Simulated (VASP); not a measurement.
CaSe, 2 atoms in the cell. It takes space group I4/mmm (No. 139, tetragonal). Conventional cell: a = 4.150 Å, b = 4.150 Å, c = 5.898 Å, α = 90.00°, β = 90.00°, γ = 90.00°. Within 3.9 Å of Ca (site symmetry 4/mmm) lie 6 Se at 2.93 to 2.95 Å. Within 3.9 Å of Se (site symmetry 4/mmm) lie 6 Ca at 2.93 to 2.95 Å.  This cell differs from its parent crystal: z stretched by +0.5 %, x and y held.

| Quantity | Value |
| --- | --- |
| Program | VASP 6.6.1 |
| Task | single point |
| Functional | PBEsol |
| Potentials or basis | VASP PAW PBE potentials, release 64 (Ca_sv, Se) |
| Cutoff | 520 eV |
| k mesh | 6 × 6 × 6 |
| Occupations | gaussian, width 0.01 eV |
| Spin | no spin polarisation |
| Dipole correction | no |
| Further INCAR settings | ALGO = Normal; EDIFF = 1e-06; NBANDS = 15 |

Potentials or basis: VASP PAW PBE potentials, release 64 (Ca_sv, Se).

Run with:

```sh
$ cat potpaw_PBE.64/Ca_sv/POTCAR potpaw_PBE.64/Se/POTCAR > POTCAR
$ mpirun -np 1 vasp_std > vasp.out
```

Hardware: 1 thread of Intel(R) Xeon(R) Platinum 8259CL CPU @ 2.50GHz (Skylake/Cascade Lake) (shared host).

Problem. Estimate the wall time of this run.

Solution. It took 17 s on 1 thread of Intel(R) Xeon(R) Platinum 8259CL CPU @ 2.50GHz (Skylake/Cascade Lake) (shared host), peak memory 0.18 GiB. Counts: scf iterations 12, k points 30.
